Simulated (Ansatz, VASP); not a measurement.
## Sn in VASP and in Ansatz

The input INCAR:

```
ALGO = Normal
EDIFF = 1E-6
ENCUT = 520
GGA = RE
ISIF = 2
ISMEAR = -1
LASPH = True
LCHARG = False
LREAL = False
LWAVE = False
NBANDS = 36
NELM = 100
PREC = Accurate
SIGMA = 0.1
```

File KPOINTS:

```
k-points
0
Gamma
  12 12 4
```

The input POSCAR:

```
Sn
1.0
    3.5030099937      0.0000000000      0.0000000000
   -1.7515049969      3.0336956443      0.0000000000
    0.0000000000      0.0000000000     11.5651919846
Sn
4
Direct
    0.0000000000      0.0000000000      0.0000000000
    0.0000000000      0.0000000000      0.5000000000
    0.3333333333      0.6666666667      0.2500000000
    0.6666666667      0.3333333333      0.7500000000
```

Input for Ansatz:

```yaml
crystal:
  lattice:
    - [3.5030099937, 0.0, 0.0]
    - [-1.7515049969, 3.0336956443, 0.0]
    - [0.0, 0.0, 11.5651919846]
  atoms:
    - { symbol: Sn, position: [0.0, 0.0, 0.0] }
    - { symbol: Sn, position: [0.0, 0.0, 0.5] }
    - { symbol: Sn, position: [0.3333333333, 0.6666666667, 0.25] }
    - { symbol: Sn, position: [0.6666666667, 0.3333333333, 0.75] }
hamiltonian:
  xc: revpbe
  pseudopotentials:
    kind: paw
    azcp:
      Sn: "pseudopotentials/Sn.paw.azcp"
basis:
  ecutwfc: 420
  fft_grid_basis: typed
kpoints:
  mp_grid: { grid: [12, 12, 4], shift: [0, 0, 0] }
magnetization:
  spin_polarized: false
scf:
  occupations: { method: fermi_dirac, width: 0.1 }
  lower_state_search: "off"
output:
  stress: true
```

Alike in both runs: task single point; functional revPBE; k mesh 12 × 12 × 4; occupations fermi-dirac, width 0.1 eV; no spin polarisation.

|  | VASP | Ansatz |
| --- | --- | --- |
| version | VASP 6.6.1 | Ansatz 0.2.0 |
| potentials or method | VASP PAW PBE potentials, release 64 (Sn_d), cutoff 520 eV | plane waves (420 eV) with PAW, scalar-relativistic |
| valence electrons in the cell | 56 | 56 |

```csv
,VASP,Ansatz,Ansatz less VASP
pressure (GPa),-2.7,-2.7,+0.04
"traceless stress, the component that is largest in VASP (GPa)",-0.05,-0.05,0.000
```

VASP's potentials were made for PBE, not for revPBE.
